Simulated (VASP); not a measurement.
Here is a VASP 6.6.1 calculation.

The input INCAR:

```
PREC = Accurate
ENCUT = 520
EDIFF = 1E-7
ISMEAR = -1
SIGMA = 0.05
LREAL = False
LASPH = True
NELM = 150
ALGO = Normal
ISIF = 2
LWAVE = False
LCHARG = True
ISPIN = 2
MAGMOM = 1 1 1 1
LORBIT = 11
LMAXMIX = 6
GGA = PE
LELF = True
LVHAR = True
NBANDS = 34
```

KPOINTS

```
Automatic mesh
0
Gamma
  10 10 3
```

POSCAR

```
La
1.0
    3.7742977453      0.0000000000      0.0000000000
   -1.8871488726      3.2686377289      0.0000000000
    0.0000000000      0.0000000000     12.0861956806
La
4
Direct
    0.0000000000      1.0000000000      1.0000000000
    0.0000000000      1.0000000000      0.5000000000
    0.3333333333      0.6666666667      0.7500000000
    0.6666666667      0.3333333333      0.2500000000
```

Potentials or basis: VASP PAW PBE potentials, release 64 (La).

Command:

```bash
$ cat potpaw_PBE.64/La/POTCAR > POTCAR
$ mpirun -np 1 vasp_std > vasp.out
```

Question: Predict the pressure.

Answer: 0.1 GPa.

Question: Predict the net moment.

Answer: 0.00 μB per cell.

Question: Estimate the band gap on the k mesh.

Answer: Zero (filled and empty bands overlap).

Caveat: spin-orbit coupling is left out, which moves the levels of the heavy elements.
